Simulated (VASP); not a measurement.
# Al2Cu (Fmmm) in VASP: notebook

The runs below take Al2Cu through single point, with LDA.

Everything below comes from runs of VASP 6.6.1. Logs are shortened: lines on timing, memory, paths and dates and some standing lists are left out, and cuts for length are marked.

## Step 1: The cell of the first run

Symmetry: Fmmm, No. 69, orthorhombic system. The conventional cell has a = 5.377 Å, b = 5.802 Å, c = 5.831 Å, α = 90.00°, β = 90.00°, γ = 90.00°. Al (site symmetry 222) has 4 Cu at 2.46 Å and 6 Al at 2.69 to 2.92 Å within 3.2 Å. Within 3.2 Å of Cu (site symmetry mmm) lie 8 Al at 2.46 Å.

## Step 2: Single point, LDA

INCAR reads:

```
SYSTEM = Al2Cu
ALGO     = Fast           ! electronic algorithm
EDIFF    = 1E-6           ! SCF threshold, eV
ENCUT    = 520            ! plane-wave cutoff, eV
GGA      = CA             ! functional
ISIF     = 2              ! what is computed and relaxed
ISMEAR   = 0              ! smearing method
LASPH    = .True.         ! aspherical terms in the spheres
LCHARG   = .True.         ! write CHGCAR
LELF     = .True.         ! ELF
LREAL    = .False.        ! projectors in reciprocal space
LVHAR    = .True.       
LWAVE    = .False.        ! write WAVECAR
NBANDS   = 16             ! bands
NELM     = 100            ! most SCF steps
PREC     = Accurate       ! precision mode
SIGMA    = 0.15           ! smearing width, eV
```

KPOINTS reads:

```
k-points
0
Gamma
  14 14 14
  0 0 0
```

POSCAR reads:

```
Al2Cu
1.0
   -1.9011281610      1.9011281610      2.9011648577
    1.9011281610     -1.9011281610      2.9011648577
    2.0615017076      2.0615017076     -2.9011648577
Al Cu
2 1
Direct
    0.7500000000      0.2500000000      0.5000000000
    0.2500000000      0.7500000000      0.5000000000
    0.5000000000      0.5000000000      0.0000000000
```

Potentials or basis: VASP PAW LDA potentials, release 64 (Al, Cu).

On the command line:

```sh
cat potpaw_LDA.64/Al/POTCAR potpaw_LDA.64/Cu/POTCAR > POTCAR
mpirun -np 1 vasp_std > vasp.out
```

OUTCAR:

```text
SYSTEM = Al2Cu
   EDIFF = 1E-6
   ENCUT = 520
   GGA = CA
   ISIF = 2
   ISMEAR = 0
   LASPH = .True.
   LREAL = .False.
   NELM = 100
   PREC = Accurate

 ion  position               nearest neighbor table
   1  0.750  0.250  0.500-   3 2.46   3 2.46   3 2.46   3 2.46   2 2.69   2 2.69   2 2.90   2 2.90
                             2 2.92   2 2.92
   2  0.250  0.750  0.500-   3 2.46   3 2.46   3 2.46   3 2.46   1 2.69   1 2.69   1 2.90   1 2.90
                             1 2.92   1 2.92
   3  0.500  0.500  0.000-   2 2.46   1 2.46   1 2.46   2 2.46   1 2.46   2 2.46   2 2.46   1 2.46

  LATTYP: Found a face centered orthorhombic cell.
 ALAT       =     5.3772024582
 B/A-ratio  =     1.0790610472
 C/A-ratio  =     1.0843570412

  Lattice vectors:

 A1 = (  -2.0615017076,  -2.0615017076,   2.9011648577)
 A2 = (  -0.1603735466,  -3.9626298686,   0.0000000000)
 A3 = (   1.9011281610,  -1.9011281610,   2.9011648577)

Analysis of symmetry for initial positions (statically):
=====================================================================
 Subroutine PRICEL returns:
 Original cell was already a primitive cell.

 Routine SETGRP: Setting up the symmetry group for a
 face centered orthorhombic supercell.

 Subroutine GETGRP returns: Found  8 space group operations
 (whereof  8 operations were pure point group operations)
 out of a pool of  8 trial point group operations.

The static configuration has the point symmetry D_2h.

Analysis of symmetry for dynamics (positions and initial velocities):
=====================================================================
 Subroutine PRICEL returns:
 Original cell was already a primitive cell.

 Routine SETGRP: Setting up the symmetry group for a
 face centered orthorhombic supercell.

 Subroutine GETGRP returns: Found  8 space group operations
 (whereof  8 operations were pure point group operations)
 out of a pool of  8 trial point group operations.

The dynamic configuration has the point symmetry D_2h.

 Subroutine INISYM returns: Found  8 space group operations
 (whereof  8 operations are pure point group operations),
 and found     1 'primitive' translations

----------------------------------------------------------------------------------------

[... 92 lines left out ...]
   ENCUT  =  520.0 eV  38.22 Ry    6.18 a.u.   7.35  7.35  7.65*2*pi/ulx,y,z
   NELM   =    100;   NELMIN=  2; NELMDL= -5     # of ELM steps
   EDIFF  = 0.1E-05   stopping-criterion for ELM
   LREAL  =      F    real-space projection
   EDIFFG = 0.1E-04   stopping-criterion for IOM
   NSW    =      0    number of steps for IOM
   IBRION =     -1    ionic relax: 0-MD 1-quasi-New 2-CG
   NFREE  =      0    steps in history (QN), initial steepest desc. (CG)
   ISIF   =      2    stress and relaxation
   ISYM   =      2    0-nonsym 1-usesym 2-fastsym
   POTIM  = 0.5000    time-step for ionic-motion
   TEBEG  =    0.0;   TEEND  =   0.0 temperature during run
   PSTRESS=    0.0 pullay stress
   NELECT =      17.0000    total number of electrons
   NUPDOWN=      -1.0000    fix difference up-down
   EMIN   =  10.00;   EMAX   =-10.00  energy-range for DOS
   EFERMI =   0.00;   METHOD = LEGACY
   ISMEAR =     0;   SIGMA  =   0.15  broadening in eV -4-tet -1-fermi 0-gaus
   EFERMI_NEDOS =   21; number of points for ismear=-14 and -15
   IALGO  =     68    algorithm
   IMIX   =      4    mixing-type and parameters
     AMIX     =   0.40;   BMIX     =  1.00
     AMIX_MAG =   1.60;   BMIX_MAG =  1.00
  volume/ion in A,a.u.               =      15.16       102.31
  Fermi-wavevector in a.u.,A,eV,Ry     =   1.179276  2.228508 18.921498  1.390691
  Thomas-Fermi vector in A             =   2.315589
   LORBIT       =      0    0 simple, 1 ext, 2 COOP (PROOUT), +10 PAW based schemes
   GGA     = CA    functional components
   LHFCALC =     F    Hartree Fock is set to
   AEXX    =    0.0000 exact exchange contribution
   IVDW    =     0    specifies the selected vdW correction
   LEPSILON=     F    determine dielectric tensor
   LRPA    =     F    only Hartree local field effects (RPA)
 non-spin polarized calculation
 RMM-DIIS sequential band-by-band and
 Gauss-broadening in eV      SIGMA  =   0.15
  energy-cutoff  :      520.00
  volume of cell :       45.48
 maximum number of plane-waves:      1247
 NGX is ok and might be reduce to    30
   NGX = 15   NGY = 15   NGZ = 15

 number of electron      17.0000007 magnetization

 Free energy of the ion-electron system (eV)
  ---------------------------------------------------
  ext. energy  EPLUGINS =         0.00000000
  ---------------------------------------------------
  free energy    TOTEN  =       -13.63659752 eV

  energy without entropy =      -13.62599303  energy(sigma->0) =      -13.63129528

 E-fermi :   7.3061     XC(G=0): -10.8673

 val. band max:        7.2964620833   @ k =  -0.0714   0.4286   0.1429
 cond. band min:       7.3063287325   @ k =   0.3571   0.0714   0.0714
 fundamental gap:      0.0098666492
 Fermi energy:         7.3060750180

 k-point     1 :       0.0000    0.0000    0.0000
  band No.  band energies     occupation
      1      -3.1803      2.00000
      2       2.4607      2.00000
      3       2.5413      2.00000
      4       2.5457      2.00000
      5       3.0298      2.00000
      6       3.1606      2.00000
[... 433 lines left out ...]
      3       2.5847      2.00000
      4       2.7207      2.00000
      5       3.0027      2.00000
      6       3.1291      2.00000
[... 8 lines left out ...]
     15      15.8371      0.00000
     16      17.8627      0.00000

 [... further k-points ...]

------------------------ aborting loop because EDIFF is reached ----------------------------------------

  FORCE on cell =-STRESS in cart. coord.  units (eV):
  Direction    XX          YY          ZZ          XY          YZ          ZX
  --------------------------------------------------------------------------------------
  -------------------------------------------------------------------------------------
  Total        0.7947861      0.7947861     -0.5380566     -1.4394471      0.0000000      0.0000000
  in kB       27.9984073     27.9984073    -18.9544432    -50.7082721      0.0000000      0.0000000
  external PRESSURE =      12.3474571 kB  Pullay stress =       0.0000000 kB

 VOLUME and BASIS-vectors are now :
 -----------------------------------------------------------------------------
  energy-cutoff  :      520.00
  volume of cell :       45.48
      direct lattice vectors                 reciprocal lattice vectors
    -1.901128161  1.901128161  2.901164858    -0.010230047  0.252771685  0.172344567
     1.901128161 -1.901128161  2.901164858     0.252771685 -0.010230047  0.172344567
     2.061501708  2.061501708 -2.901164858     0.242541638  0.242541638  0.000000000

 POSITION                                       TOTAL-FORCE (eV/Angst)
 -----------------------------------------------------------------------------------
      0.08019      1.98131      1.45058        -0.000000      0.000000      0.000000
      1.98131      0.08019      1.45058        -0.000000      0.000000     -0.000000
      0.00000      0.00000      2.90116         0.000000     -0.000000     -0.000000
 -----------------------------------------------------------------------------------
    total drift:                                0.000000     -0.000000      0.000000

  FREE ENERGIE OF THE ION-ELECTRON SYSTEM (eV)
  ---------------------------------------------------
  free  energy   TOTEN  =       -13.6365975190 eV

  energy  without entropy=      -13.6259930311  energy(sigma->0) =      -13.63129528
```

OSZICAR:

```text
N       E                     dE             d eps       ncg     rms          rms(c)
DAV:   1     0.618614269043E+02    0.61861E+02   -0.68819E+03 13744   0.115E+03
DAV:   2    -0.133400677036E+02   -0.75201E+02   -0.66600E+02 14664   0.205E+02
DAV:   3    -0.160320207607E+02   -0.26920E+01   -0.26366E+01 18720   0.437E+01
DAV:   4    -0.160857985710E+02   -0.53778E-01   -0.53756E-01 15872   0.528E+00
DAV:   5    -0.160881424893E+02   -0.23439E-02   -0.23438E-02 20992   0.126E+00    0.151E+01
RMM:   6    -0.179960151860E+02   -0.19079E+01   -0.37498E+01 17238   0.958E+01    0.127E+01
RMM:   7    -0.137081447358E+02    0.42879E+01   -0.10847E+01 15742   0.540E+01    0.145E+00
RMM:   8    -0.136461610081E+02    0.61984E-01   -0.67126E-01 14891   0.133E+01    0.917E-01
RMM:   9    -0.136353898918E+02    0.10771E-01   -0.74748E-02 17807   0.189E+00    0.206E-01
RMM:  10    -0.136373412765E+02   -0.19514E-02   -0.18103E-02 17886   0.177E+00    0.256E-01
RMM:  11    -0.136385865033E+02   -0.12452E-02   -0.13159E-02 16973   0.177E+00    0.362E-01
RMM:  12    -0.136364674765E+02    0.21190E-02   -0.45295E-03 17167   0.108E+00    0.217E-02
RMM:  13    -0.136365817141E+02   -0.11424E-03   -0.10967E-03 20065   0.240E-01    0.295E-02
RMM:  14    -0.136365948377E+02   -0.13124E-04   -0.16454E-04 20369   0.121E-01    0.591E-02
RMM:  15    -0.136365985939E+02   -0.37562E-05   -0.47878E-05 18058   0.638E-02    0.328E-02
RMM:  16    -0.136365974256E+02    0.11683E-05   -0.62002E-06 16786   0.321E-02    0.317E-02
RMM:  17    -0.136365975190E+02   -0.93374E-07   -0.38937E-06 13365   0.181E-02
   1 F= -.13636598E+02 E0= -.13631295E+02  d E =-.106045E-01
```

stdout:

```text
POSCAR found type information on POSCAR AlCu
 POSCAR found :  2 types and       3 ions
 scaLAPACK will be used
 LDA part: xc-table for (Slater(with rela. corr.)+CA(PZ))
 , standard interpolation
 POSCAR, INCAR and KPOINTS ok, starting setup
 FFT: planning ... GRIDC
 FFT: planning ... GRID_SOFT
 FFT: planning ... GRID
 WAVECAR not read
 entering main loop
```

Wall time 8.6 min (1 thread of Intel Xeon 8259CL, shared host); peak memory 0.4 GiB.

Results:

| Property | Result |
| --- | --- |
| Free energy | -13.6366 eV |
| Pressure | 1.2 GPa |
| Band gap on the k mesh | zero (an odd number of electrons rules out a gap without spin polarisation) |

Stress tensor (GPa, compression positive):
```
 2.80 -5.07  0.00
-5.07  2.80  0.00
 0.00  0.00 -1.90
```

Caveat: the cell differs from its parent crystal (strain +e along x and -e along y -0.0400, strain +e along z and -e/2 along x and y +0.0233).

(Part 1 of 2 ends here.)
